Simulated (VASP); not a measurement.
# Eu (Im-3m) in VASP: notebook, part 2 of 2

VASP 6.6.1. Earlier steps stand in the parts before.

## 3. Single point, BLYP, collinear spin, antiferromagnetic start

The input, INCAR:

```
AGGAC = 1.0 ; AGGAX = 1.0
ALDAC = 0.0 ; ALDAX = 1.0
ALGO = Normal ; EDIFF = 1E-6
ENCUT = 520 ; GGA = B5
ISIF = 2 ; ISMEAR = -1
ISPIN = 2 ; LASPH = True
LCHARG = False ; LMAXMIX = 6
LORBIT = 11 ; LREAL = False
LWAVE = False ; MAGMOM = 6.91 -6.91
NBANDS = 28 ; NELM = 150
PREC = Accurate ; SIGMA = 0.05
```

The input, KPOINTS:

```
k-points
0
Gamma
  9 9 9
```

The input, POSCAR:

```
Eu
1.0
    4.4692639499      0.0000000000      0.0000000000
    0.0000000000      4.4692639499      0.0000000000
    0.0000000000      0.0000000000      4.4692639499
Eu
2
Direct
    0.0000000000      0.0000000000      0.0000000000
    0.5000000000      0.5000000000      0.5000000000
```

Potentials or basis: VASP PAW PBE potentials, release 64 (Eu).

Run with:

```
$ cat potpaw_PBE.64/Eu/POTCAR > POTCAR
$ mpirun -np 1 vasp_std > vasp.out
```

OUTCAR:

```text
EDIFF = 1E-6
   ENCUT = 520
   GGA = B5
   ISIF = 2
   ISMEAR = -1
   ISPIN = 2
   LASPH = True
   LORBIT = 11
   LREAL = False
   NELM = 150
   PREC = Accurate

 ion  position               nearest neighbor table
   1  0.000  0.000  0.000-
   2  0.500  0.500  0.500-

  LATTYP: Found a simple cubic cell.
 ALAT       =     4.4692639499

  Lattice vectors:

 A1 = (   4.4692639499,   0.0000000000,   0.0000000000)
 A2 = (   0.0000000000,   4.4692639499,   0.0000000000)
 A3 = (   0.0000000000,   0.0000000000,   4.4692639499)

[... 1731 lines left out ...]
 VOLUME and BASIS-vectors are now :
 -----------------------------------------------------------------------------
  energy-cutoff  :      520.00
  volume of cell :       89.27
      direct lattice vectors                 reciprocal lattice vectors
     4.469263950  0.000000000  0.000000000     0.223750490  0.000000000  0.000000000
     0.000000000  4.469263950  0.000000000     0.000000000  0.223750490  0.000000000
     0.000000000  0.000000000  4.469263950     0.000000000  0.000000000  0.223750490

 POSITION                                       TOTAL-FORCE (eV/Angst)
 -----------------------------------------------------------------------------------
      0.00000      0.00000      0.00000         0.000000     -0.000000      0.000000
      2.23463      2.23463      2.23463        -0.000000      0.000000     -0.000000
 -----------------------------------------------------------------------------------
    total drift:                                0.000000      0.000000      0.000000

  FREE ENERGIE OF THE ION-ELECTRON SYSTEM (eV)
  ---------------------------------------------------
  free  energy   TOTEN  =       -20.8322863942 eV

  energy  without entropy=      -20.8026922135  energy(sigma->0) =      -20.81748930

 total charge

# of ion       s       p       d       f       tot
--------------------------------------------------
    1        2.088   5.691   0.277   6.683  14.740
    2        2.088   5.691   0.277   6.683  14.740
--------------------------------------------------
tot          4.177  11.382   0.554  13.367  29.480

 magnetization (x)

# of ion       s       p       d       f       tot
--------------------------------------------------
    1        0.001  -0.102   0.061   6.678   6.638
    2       -0.001   0.102  -0.061  -6.678  -6.638
--------------------------------------------------
tot          0.000   0.000   0.000   0.000   0.000
```

OSZICAR:

```text
N       E                     dE             d eps       ncg     rms          rms(c)
DAV:   1     0.288909801755E+03    0.28891E+03   -0.11710E+04  4976   0.501E+03
DAV:   2     0.640057198602E+02   -0.22490E+03   -0.19645E+03  5268   0.368E+02
DAV:   3    -0.559440881182E+01   -0.69600E+02   -0.67720E+02  5868   0.211E+02
[... 10 lines left out ...]
DAV:  14    -0.208322254415E+02   -0.15788E-03   -0.13916E-03  7160   0.271E-01    0.328E-01
DAV:  15    -0.208322606841E+02   -0.35243E-04   -0.37526E-04  7688   0.135E-01    0.278E-01
DAV:  16    -0.208322768397E+02   -0.16156E-04   -0.11245E-04  6696   0.577E-02    0.114E-01
DAV:  17    -0.208322847071E+02   -0.78674E-05   -0.49962E-05  7320   0.875E-02    0.870E-02
DAV:  18    -0.208322862071E+02   -0.15000E-05   -0.20332E-05  6920   0.294E-02    0.469E-02
DAV:  19    -0.208322863942E+02   -0.18714E-06   -0.58189E-06  5972   0.149E-02
   1 F= -.20832286E+02 E0= -.20817489E+02  d E =-.295942E-01  mag=     0.0000
```

stdout:

```text
POSCAR found type information on POSCAR Eu
 POSCAR found :  1 types and       2 ions
 scaLAPACK will be used
 -----------------------------------------------------------------------------
|                                                                             |
|                                                                             |
|     You enforced a specific xc type in the INCAR file but a different       |
|     I HOPE YOU KNOW WHAT YOU ARE DOING!                                     |
|                                                                             |
 -----------------------------------------------------------------------------

 LDA part: xc-table for (Slater(with rela. corr.)+VWN5), standard interpolation
 POSCAR, INCAR and KPOINTS ok, starting setup
 FFT: planning ... GRIDC
 FFT: planning ... GRID_SOFT
 FFT: planning ... GRID
 WAVECAR not read
 entering main loop
```

Wall time 2.3 min (1 thread of Intel Xeon 6975P-C (Granite Rapids), shared host); peak memory 0.33 GiB.

What came out:

| Property | Result |
| --- | --- |
| Free energy | -20.8323 eV |
| Pressure | -0.2 GPa |
| Band gap on the k mesh | zero (filled and empty bands overlap) |
| Net moment | 0.00 μB per cell |
| Site moments | Eu +6.64, -6.64 μB |
| Valence electrons inside the program's atomic spheres | Eu 14.74 |

Levels at points of the mesh, in eV from the Fermi level:
Spin up:
| k point | band 14 | band 15 | band 16 | band 17 | band 18 | band 19 | band 20 | band 21 |
| --- | --- | --- | --- | --- | --- | --- | --- | --- |
| (0.00, 0.00, 0.00) | -0.31 | -0.31 | -0.30 | -0.30 | -0.30 | 2.13 | 2.13 | 2.13 |
Spin down:
```csv
k point,band 15,band 16,band 17,band 18,band 19,band 20
"(0.00, 0.00, 0.00)",-0.31,-0.30,-0.30,-0.30,2.13,2.13
```

Caveat: the antiferromagnetic order is the one typed at the start, and another may lie lower; the PAW data sets were made with another functional, which shifts forces and pressure a little; spin-orbit coupling is left out, which moves the levels of the heavy elements; semilocal functionals describe open f shells poorly, which spoils levels, moments and volumes. The state reached can hang on the start; a lower one may exist.

## 4. Relaxation of cell and atoms, BLYP, collinear spin, antiferromagnetic start

This run uses another cell than the first one, of 47.13 Å³/atom.

The input, INCAR:

```
SYSTEM = Eu
  AGGAC = 1.0
  AGGAX = 1.0
  ALDAC = 0.0
  ALDAX = 1.0
  ALGO = Normal
  EDIFF = 1E-6
  EDIFFG = -0.01
  ENCUT = 600
  GGA = B5
  IBRION = 2
  ISIF = 3
  ISMEAR = -1
  ISPIN = 2
  LASPH = .True.
  LCHARG = .False.
  LMAXMIX = 6
  LORBIT = 11
  LREAL = .False.
  LWAVE = .False.
  MAGMOM = 7 -7
  NELM = 150
  NSW = 80
  PREC = Accurate
  SIGMA = 0.05
```

The input, KPOINTS:

```
k-points
0
Gamma
  7 7 7
  0 0 0
```

The input, POSCAR:

```
Eu
1.0
    4.5510000000      0.0000000000      0.0000000000
    0.0000000000      4.5510000000      0.0000000000
    0.0000000000      0.0000000000      4.5510000000
Eu
2
Direct
    0.0000000000      0.0000000000      0.0000000000
    0.5000000000      0.5000000000      0.5000000000
```

Run with:

```
$ cat potpaw_PBE.64/Eu/POTCAR > POTCAR
$ mpirun -np 1 vasp_std > vasp.out
```

It took 9.1 min on 1 thread of Intel Xeon 6975P-C (Granite Rapids), shared host; peak memory 0.32 GiB.

Results (log left out):

```yaml
Free_energy: -20.8423 eV
Relaxed_volume: 43.97 Å³/atom
Relaxed_cell: a = 4.447 Å, b = 4.447 Å, c = 4.447 Å, α = 90.00°, β = 90.00°, γ = 90.00°
Space_group_after_relaxing_to_0.1_Å: Im-3m (No. 229)
Energy_gained_by_relaxing: 6.6 meV/atom
Ionic_steps: 4
Pressure_after_relaxing: 0.0 GPa
Band_gap_on_the_k_mesh: zero (filled and empty bands overlap)
Net_moment: 0.00 μB per cell
Site_moments: Eu -6.63, +6.63 μB
Valence_electrons_inside_the_program's_atomic_spheres: Eu 14.74
```

The path:
| step | energy change (eV) | largest force (eV/Å) | pressure (GPa) | volume (Å³) |
| --- | --- | --- | --- | --- |
| 1 | 0.0000 | 0.0000 | -0.73 | 94.26 |
| 2 | -0.0100 | 0.0000 | -0.61 | 91.36 |
| 3 | 0.0021 | 0.0000 | 0.98 | 83.03 |
| 4 | -0.0133 | 0.0000 | 0.03 | 87.93 |

Final structure:
```
CELL_PARAMETERS angstrom
4.44681 0.00000 0.00000
0.00000 4.44681 0.00000
0.00000 0.00000 4.44681
ATOMIC_POSITIONS crystal
Eu 0.00000 0.00000 0.00000
Eu 0.50000 0.50000 0.50000
```

Levels at points of the mesh, in eV from the Fermi level:
Spin up:
```tsv
k point	band 14	band 15	band 16	band 17	band 18	band 19	band 20	band 21
(0.00, 0.00, 0.00)	-0.30	-0.30	-0.30	-0.30	-0.30	2.15	2.15	2.15
```
Spin down:
```tsv
k point	band 15	band 16	band 17	band 18	band 19	band 20
(0.00, 0.00, 0.00)	-0.30	-0.30	-0.30	-0.30	2.15	2.15
```

Caveat: the antiferromagnetic order is the one typed at the start, and another may lie lower; the PAW data sets were made with another functional, which shifts forces and pressure a little; spin-orbit coupling is left out, which moves the levels of the heavy elements; semilocal functionals describe open f shells poorly, which spoils levels, moments and volumes. The state reached can hang on the start; a lower one may exist.

## 5. Summary

```tsv
task	cell	k mesh	cutoff (eV)	gap on the mesh (eV)	pressure (GPa)	moment (μB)
single point	a = 4.469 Å, 2 atoms	7 × 7 × 7	520	none	-0.2	0.00
single point	a = 4.469 Å, 2 atoms	9 × 9 × 9	520	none	-0.2	0.00
relaxation of cell and atoms	relaxed from a = 4.551 Å, 2 atoms	7 × 7 × 7	600	none	0.0	0.00
```

Alike in all rows: level BLYP; potentials or basis VASP PAW PBE potentials, release 64 (Eu); spin collinear, antiferromagnetic start; smearing fermi-dirac 0.05 eV.

Caveats: the antiferromagnetic order is the one typed at the start, and another may lie lower; the PAW data sets were made with another functional, which shifts forces and pressure a little; spin-orbit coupling is left out, which moves the levels of the heavy elements; semilocal functionals describe open f shells poorly, which spoils levels, moments and volumes.

Total energies depend on the potentials used, so only differences within one code and one set of settings carry meaning.
